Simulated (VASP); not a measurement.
Wanted: the native input for a VASP 6.6.1 run.

```
Task                   : single point
Functional             : LDA
Potentials or basis    : VASP PAW LDA potentials, release 64 (Fe_sv)
Cutoff                 : 690 eV
k mesh                 : 12 × 12 × 8
Occupations            : fermi-dirac, width 0.08 eV
Spin                   : collinear spin, antiferromagnetic start
Starting moments       : [-3.0, 3.0] μB
Dipole correction      : no
Further INCAR settings : ALGO = Normal; EDIFF = 1e-06; NBANDS = 27
```

The structure of Fe lies in POSCAR:

```
Fe
1.0
    1.7000753688     -1.7262356591      0.0000000000
    1.7000753688      1.7262356591      0.0000000000
    0.0000000000      0.0000000000      3.7097032485
Fe
2
Direct
    0.5000000000      0.5000000000      0.5000000000
    0.0000000000      0.0000000000      0.0000000000
```

The input as run:

INCAR

```
SYSTEM = Fe
PREC = Accurate
ENCUT = 690
EDIFF = 1E-6
ISMEAR = -1
SIGMA = 0.08
LREAL = .FALSE.
LASPH = .TRUE.
NELM = 200
ALGO = Normal
ISIF = 2
LWAVE = .FALSE.
LCHARG = .FALSE.
ISPIN = 2
MAGMOM = -3 3
LORBIT = 11
LMAXMIX = 4
GGA = CA
NBANDS = 27
GGA_COMPAT = .FALSE.
```

KPOINTS

```
Automatic mesh
0
G
  12 12 8
  0 0 0
```

Potentials or basis: VASP PAW LDA potentials, release 64 (Fe_sv).

Command:

```bash
$ cat potpaw_LDA.64/Fe_sv/POTCAR > POTCAR
$ mpirun -np 1 vasp_std > vasp.out
```

Results of the run:

```
Pressure                                              : -24.9 GPa
Band gap on the k mesh                                : zero (filled and empty bands overlap)
Net moment                                            : 0.00 μB per cell
Site moments                                          : Fe -1.24, +1.24 μB
Valence electrons inside the program's atomic spheres : Fe 13.77
```

Caveat: the stress differs along the axes, from -30 to -22 GPa; the antiferromagnetic order is the one typed at the start, and another may lie lower.

Wall time 2.4 min on 1 thread of Intel(R) Xeon(R) Platinum 8488C (Sapphire Rapids), on a shared host, peak memory 0.33 GiB.
